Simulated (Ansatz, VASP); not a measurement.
**ZnS in VASP and in Ansatz**

Contents of POSCAR:

```
ZnS
1.0
    0.0000000000      2.5054551081      2.5054551081
    2.5054551081      0.0000000000      2.5054551081
    2.5054551081      2.5054551081      0.0000000000
Zn S
1 1
Direct
    0.0000000000      0.0000000000      0.0000000000
    0.5000000000      0.5000000000      0.5000000000
```

File INCAR.step1:

```
SYSTEM = ZnS
  ALGO = Normal
  EDIFF = 1E-4
  ENCUT = 520
  GGA = PE
  ISMEAR = -1
  LASPH = .True.
  LCHARG = .False.
  LREAL = .False.
  LWAVE = .True.
  NBANDS = 16
  NELM = 60
  PREC = Accurate
  SIGMA = 0.02
```

The input INCAR.step2:

```
SYSTEM = ZnS
  ALGO = Normal
  EDIFF = 1E-7
  ENCUT = 520
  ISIF = 2
  ISMEAR = -1
  ISTART = 1
  LASPH = .True.
  LCHARG = .False.
  LMIXTAU = .True.
  LREAL = .False.
  LWAVE = .False.
  METAGGA = R2SCAN
  NBANDS = 16
  NELM = 60
  PREC = Accurate
  SIGMA = 0.02
```

The input KPOINTS:

```
k-points
0
Gamma
  8 8 8
  0 0 0
```

Input for Ansatz:

```yaml
crystal:
  lattice:
    - [0.0, 2.5054551081, 2.5054551081]
    - [2.5054551081, 0.0, 2.5054551081]
    - [2.5054551081, 2.5054551081, 0.0]
  atoms:
    - { symbol: Zn, position: [0.0, 0.0, 0.0] }
    - { symbol: S, position: [0.5, 0.5, 0.5] }
kpoints:
  mp_grid: { grid: [8, 8, 8] }
hamiltonian:
  xc: r2scan
scf:
  occupations: { method: fermi_dirac, width: 0.02 }
  n_extra_bands: 4
output:
  forces: true
  stress: true
  eigenvalues: true
```

Alike in both runs: task single point; functional r2SCAN; k mesh 8 × 8 × 8; occupations fermi-dirac, width 0.02 eV; no spin polarisation.

```csv
,VASP,Ansatz
version,VASP 6.6.1,Ansatz 0.2.0
potentials or method,"VASP PAW PBE potentials, release 64 (Zn, S)","plane waves, PAW"
plane-wave cutoff (eV),520,500
valence electrons in the cell,18,18
```

```csv
,VASP,Ansatz,Ansatz less VASP
pressure (GPa),3.4,3.2,-0.23
```

VASP's potentials were made for PBE, not for r2SCAN.
